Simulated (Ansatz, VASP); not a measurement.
InO: VASP beside Ansatz

```
In O
1.0
     7.35678    0.00000    0.00000
    -3.67839    6.37116    0.00000
     0.00000    0.00000    3.34374
In O
3 3
Cartesian
  3.6784 0.0000 0.0000
  -1.8392 3.1856 0.0000
  1.8392 3.1856 0.0000
  0.0000 4.2474 0.0000
  3.6784 2.1237 0.0000
  0.0000 0.0000 0.0000
```

Alike in both runs: functional PBE; k mesh 6 × 6 × 12; occupations gaussian, width 0.1 eV; collinear spin.

Ansatz relaxed the structure, and its values are those at the end. VASP's run is a single point on that final structure, the one shown.

|  | VASP | Ansatz |
| --- | --- | --- |
| version | VASP 6.6.1 | Ansatz 0.2.0 |
| potentials or method | VASP PAW PBE potentials, release 64 (In_d, O), cutoff 520 eV | scalar-relativistic, plane waves, PAW |
| valence electrons in the cell | 57 | 57 |

VASP gave:

| Item | Value |
| --- | --- |
| gap on the k mesh at the Fermi level (eV) | none |
| pressure (GPa) | -0.7 |
| net moment per atom (μB) | 0.00 |
| size of the moment on the site where the two differ most (μB) | 0.00 |

Task: Which values does Ansatz return?

Result: gap on the k mesh at the Fermi level (eV): none; pressure (GPa): 0.0; net moment per atom (μB): 0.31; size of the moment on the site where the two differ most (μB): 1.12.

The net moments are unlike, so the other rows may belong to different states. Site moments also hang on the region over which each program counts them. A gap of «none» marks a metal or a gap that the smearing closes.
